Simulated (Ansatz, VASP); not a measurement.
## C in VASP and in Ansatz

File POSCAR:

```
C
1.0
    2.4882318526      0.0000000000      0.0000000000
   -1.2441159263      2.1548719948      0.0000000000
    0.0000000000      0.0000000000      7.1028838760
C
4
Direct
    1.0000000000      1.0000000000      0.2500000000
    0.0000000000      0.0000000000      0.7500000000
    0.3333333333      0.6666666667      0.2500000000
    0.6666666667      0.3333333333      0.7500000000
```

Contents of INCAR.step1:

```
SYSTEM = C
PREC = Accurate
ENCUT = 520
ISMEAR = -1
SIGMA = 0.05
LREAL = .FALSE.
LASPH = .TRUE.
NELM = 100
NBANDS = 16
GGA = PE
ALGO = Normal
EDIFF = 1E-4
LWAVE = .TRUE.
LCHARG = .FALSE.
```

File INCAR.step2:

```
SYSTEM = C
PREC = Accurate
ENCUT = 520
EDIFF = 1E-6
ISMEAR = -1
SIGMA = 0.05
LREAL = .FALSE.
LASPH = .TRUE.
NELM = 100
ALGO = Normal
ISIF = 2
LWAVE = .FALSE.
LCHARG = .TRUE.
METAGGA = R2SCAN
LMIXTAU = .TRUE.
LELF = .TRUE.
LVHAR = .TRUE.
NBANDS = 16
ISTART = 1
```

File KPOINTS:

```
Automatic mesh
0
G
  14 14 4
  0 0 0
```

Input for Ansatz:

```yaml
crystal:
  lattice:
    - [2.4882318526, 0.0, 0.0]
    - [-1.2441159263, 2.1548719948, 0.0]
    - [0.0, 0.0, 7.102883876]
  atoms:
    - { symbol: C, position: [1.0, 1.0, 0.25] }
    - { symbol: C, position: [0.0, 0.0, 0.75] }
    - { symbol: C, position: [0.3333333333, 0.6666666667, 0.25] }
    - { symbol: C, position: [0.6666666667, 0.3333333333, 0.75] }
hamiltonian:
  xc: r2scan
  pseudopotentials:
    kind: paw
    azcp:
      C: "pseudopotentials/C.paw.azcp"
basis:
  ecutwfc: 500
  fft_grid_basis: typed
kpoints:
  mp_grid: { grid: [14, 14, 4], shift: [0, 0, 0] }
magnetization:
  spin_polarized: false
scf:
  occupations: { method: fermi_dirac, width: 0.05 }
output:
  stress: true
```

Alike in both runs: task single point; functional r2SCAN; k mesh 14 × 14 × 4; occupations fermi-dirac, width 0.05 eV; no spin polarisation.

|  | VASP | Ansatz |
| --- | --- | --- |
| version | VASP 6.6.1 | Ansatz 0.2.0 |
| potentials or method | VASP PAW PBE potentials, release 64 (C), cutoff 520 eV | plane waves (500 eV) with PAW, scalar-relativistic |
| valence electrons in the cell | 16 | 16 |

|  | VASP | Ansatz | Ansatz less VASP |
| --- | --- | --- | --- |
| pressure (GPa) | -9.4 | -10.0 | -0.60 |
| traceless stress, the component that is largest in VASP (GPa) | 9.26 | 9.97 | +0.713 |

VASP's potentials were made for PBE, not for r2SCAN. The functional is the same, so the differences come from potentials, cutoffs and numerics.
